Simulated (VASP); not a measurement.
A run of VASP 6.6.1:

Contents of POSCAR:

```
Mg2Si
1.0
    0.0000000000      3.1689631868      3.1689631868
    3.1689631868      0.0000000000      3.1689631868
    3.1689631868      3.1689631868      0.0000000000
Si Mg
1 2
Direct
    0.0000000000      0.0000000000      0.0000000000
    0.2500000000      0.2500000000      0.2500000000
    0.7500000000      0.7500000000      0.7500000000
```

File INCAR.step1:

```
PREC = Accurate ; ENCUT = 520
EDIFF = 1E-5 ; ISMEAR = 0
SIGMA = 0.01 ; LREAL = F
LASPH = T ; NELM = 120
ALGO = Normal ; ISIF = 2
LWAVE = T ; GGA = PE
NBANDS = 11 ; GGA_COMPAT = F
```

INCAR.step2

```
PREC = Accurate ; ENCUT = 520
EDIFF = 1E-6 ; ISMEAR = 0
SIGMA = 0.01 ; LREAL = F
LASPH = T ; NELM = 120
ALGO = Normal ; ISIF = 2
LWAVE = F ; LCHARG = T
GGA = PE ; LHFCALC = T
HFSCREEN = 0.2079 ; PRECFOCK = Normal
LELF = T ; LVHAR = T
ISTART = 1 ; NBANDS = 11
GGA_COMPAT = F
```

The input KPOINTS:

```
regular mesh
0
Gamma
  6 6 6
```

Potentials or basis: VASP PAW PBE potentials, release 64 (Si, Mg).

The run is started by

```console
$ cat potpaw_PBE.64/Si/POTCAR potpaw_PBE.64/Mg/POTCAR > POTCAR
$ cp INCAR.step1 INCAR
$ mpirun -np 1 vasp_std > vasp.out
$ cp INCAR.step2 INCAR
$ mpirun -np 1 vasp_std > vasp.out
```

Hardware: 1 thread of Intel Xeon 8259CL (shared host).

How long does it take, and how much memory?

Run time: 37 min on 1 thread of Intel Xeon 8259CL, on a shared host, peak memory 0.33 GiB. Counts: k points 16.
